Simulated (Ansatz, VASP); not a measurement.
Two plane-wave programs on LaHfSb3

```
La Hf Sb
1.0
     5.85851    0.00000    0.00000
     0.00000    5.85851    0.00000
     0.00000    0.00000    5.85851
La Hf Sb
1 1 3
Direct
  0.50000 0.50000 0.50000
  0.00000 0.00000 0.00000
  0.00000 0.50000 0.50000
  0.50000 0.00000 0.50000
  0.50000 0.50000 0.00000
```

Change from the starting cell: species swapped into the CeBPd3 type (Pm-3m, No. 221).

Alike in both runs: functional PBE; k mesh 6 × 6 × 6; occupations gaussian, width 0.1 eV; no spin polarisation.

Ansatz relaxed the structure, and its values are those at the end. VASP's run is a single point on that final structure, the one shown.

|  | VASP | Ansatz |
| --- | --- | --- |
| version | VASP 6.6.1 | Ansatz 0.2.0 |
| potentials or method | VASP PAW PBE potentials, release 64 (La, Hf_pv, Sb), cutoff 520 eV | scalar-relativistic, plane waves, PAW |
| valence electrons in the cell | 36 | 82 |

VASP gave:

| Item | Value |
| --- | --- |
| gap on the k mesh at the Fermi level (eV) | none |
| pressure (GPa) | -0.1 |

Problem. What did Ansatz give for the same quantities?

Solution. gap on the k mesh at the Fermi level (eV): none; pressure (GPa): 0.0.

A gap of «none» marks a metal or a gap that the smearing closes. VASP's potentials hold 36 valence electrons a cell and Ansatz's 82, so a difference there can come from the potentials and not from the codes.

Spin-orbit coupling is off throughout.
